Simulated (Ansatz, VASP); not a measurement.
## MgS: VASP beside Ansatz

INCAR

```
SYSTEM = MgS
ALGO     = Normal         ! electronic algorithm
EDIFF    = 1E-6           ! SCF threshold, eV
ENCUT    = 520            ! plane-wave cutoff, eV
GGA      = PE             ! functional
ISIF     = 2              ! what is computed and relaxed
ISMEAR   = 0              ! smearing method
LASPH    = .True.         ! aspherical terms in the spheres
LCHARG   = .False.        ! write CHGCAR
LREAL    = .False.        ! projectors in reciprocal space
LWAVE    = .False.        ! write WAVECAR
NBANDS   = 16             ! bands
NELM     = 60             ! most SCF steps
PREC     = Accurate       ! precision mode
SIGMA    = 0.02           ! smearing width, eV
```

KPOINTS

```
k-points
0
Gamma
  6 6 4
  0 0 0
```

The input POSCAR:

```
MgS
1.0
    4.0430951139      0.0000000000      0.0000000000
   -2.0215475569      3.6010045153      0.0627537756
    0.0000000000      0.1155240035      6.9233998406
Mg S
2 2
Direct
    0.6632443359      0.3264886618      0.4775118519
    0.3168748822      0.6337497744      1.0459720525
    0.3139345605      0.6278691309      0.3570182399
    0.7059462215      0.4118924329      0.8694958556
```

Input for Ansatz:

```yaml
crystal:
  lattice:
    - [4.0430951139, 0.0, 0.0]
    - [-2.0215475569, 3.6010045153, 0.0627537756]
    - [0.0, 0.1155240035, 6.9233998406]
  atoms:
    - { symbol: Mg, position: [0.6632443359, 0.3264886618, 0.4775118519] }
    - { symbol: Mg, position: [0.3168748822, 0.6337497744, 1.0459720525] }
    - { symbol: S, position: [0.3139345605, 0.6278691309, 0.3570182399] }
    - { symbol: S, position: [0.7059462215, 0.4118924329, 0.8694958556] }
basis:
  ecutwfc: 420
kpoints:
  mp_grid: { grid: [6, 6, 4] }
hamiltonian:
  xc: pbe
scf:
  occupations: { method: gaussian, width: 0.02 }
output:
  forces: true
  stress: true
  eigenvalues: true
```

Alike in both runs: task single point; functional PBE; k mesh 6 × 6 × 4; occupations gaussian, width 0.02 eV; no spin polarisation.

|  | VASP | Ansatz |
| --- | --- | --- |
| version | VASP 6.6.1 | Ansatz 0.2.0 |
| potentials or method | VASP PAW PBE potentials, release 64 (Mg, S), cutoff 520 eV | scalar-relativistic, plane waves, PAW |
| valence electrons in the cell | 16 | 32 |

|  | VASP | Ansatz | Ansatz less VASP |
| --- | --- | --- | --- |
| gap on the k mesh at the Fermi level (eV) | 1.52 | 1.53 | +0.014 |
| least direct gap on the mesh (eV) | 1.52 | 1.53 | +0.014 |
| pressure (GPa) | -0.9 | -0.8 | +0.09 |
| traceless stress, the component that is largest in VASP (GPa) | -3.37 | -3.35 | +0.018 |
| rms of the force components (eV/Å) | 1.500 | 1.490 | -0.0103 |

Atom by atom the forces differ by 0.011 eV/Å (rms over components). VASP's potentials hold 16 valence electrons a cell and Ansatz's 32, so a difference there can come from the potentials and not from the codes.
